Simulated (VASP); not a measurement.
Wanted: the native input for a VASP 6.6.1 run.

```
Task                   : relaxation of cell and atoms
Functional             : PBE
Dispersion             : D4
Potentials or basis    : VASP PAW PBE potentials, release 64 (Y_sv)
Cutoff                 : 600 eV
k mesh                 : 9 × 9 × 9
Occupations            : fermi-dirac, width 0.05 eV
Spin                   : no spin polarisation
Dipole correction      : no
Further INCAR settings : ALGO = Normal; EDIFF = 1e-07; IBRION = 2; EDIFFG = -0.01; NSW = 60; ISIF = 3
```

The structure of Y lies in POSCAR:

```
Y
1.0
    0.0000000000      2.5519910612      2.5519910612
    2.5519910612      0.0000000000      2.5519910612
    2.5519910612      2.5519910612      0.0000000000
Y
1
Direct
    0.0000000000      0.0000000000      0.0000000000
```

These files were run (other wordings do the same):

INCAR

```
PREC = Accurate
ENCUT = 600
EDIFF = 1E-7
ISMEAR = -1
SIGMA = 0.05
LREAL = F
LASPH = T
NELM = 60
ALGO = Normal
ISIF = 3
LWAVE = F
LCHARG = F
GGA = PE
IVDW = 13
IBRION = 2
NSW = 60
EDIFFG = -0.01
```

KPOINTS

```
Automatic mesh
0
Gamma
  9 9 9
```

Potentials or basis: VASP PAW PBE potentials, release 64 (Y_sv).

Run with:

```sh
$ cat potpaw_PBE.64/Y_sv/POTCAR > POTCAR
$ mpirun -np 1 vasp_std > vasp.out
```

Results of the run:

* Relaxed volume: 31.44 Å³/atom
* Relaxed cell: a = 3.543 Å, b = 3.543 Å, c = 3.543 Å, α = 60.00°, β = 60.00°, γ = 60.00°
* Space group after relaxing (to 0.05 Å): Fm-3m (No. 225)
* Energy gained by relaxing: 11.9 meV/atom
* Ionic steps: 3
* Pressure after relaxing: 0.0 GPa
* Dispersion energy per atom: -0.251 eV

Caveat: pairwise dispersion overbinds metals, which lowers pressure and volume.

Run time: 37 s on 1 thread of Intel(R) Xeon(R) Platinum 8375C CPU @ 2.90GHz (Ice Lake), with other jobs on the host, peak memory 0.2 GiB.
